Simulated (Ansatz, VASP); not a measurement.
**Two plane-wave programs on Al**

```xyz
2
Lattice="2.8125 0.0000 0.0000 -1.4062 2.4357 0.0000 0.0000 0.0000 4.7452" Properties=species:S:1:pos:R:3 pbc="T T T"
Al    1.4062    0.8119    3.5589
Al    0.0000    1.6238    1.1863
```

Change from the starting cell: strain +0.000 along x and y, -0.025 along z, atoms carried along.

Alike in both runs: task single point; functional PBEsol; dispersion D3(BJ); k mesh 18 × 18 × 10; occupations gaussian, width 0.15 eV; no spin polarisation.

```csv
,VASP,Ansatz
version,VASP 6.6.1,Ansatz 0.2.0
potentials or method,"VASP PAW PBE potentials, release 64 (Al), cutoff 520 eV","scalar-relativistic, plane waves, PAW"
valence electrons in the cell,6,6
```

```tsv
	VASP	Ansatz	Ansatz less VASP
gap on the k mesh at the Fermi level (eV)	none	none	-
pressure (GPa)	-2.8	-2.9	-0.06
traceless stress, the component that is largest in VASP (GPa)	-0.42	-0.41	+0.006
```

VASP's potentials were made for PBE, not for PBEsol. A gap of «none» marks a metal or a gap that the smearing closes.
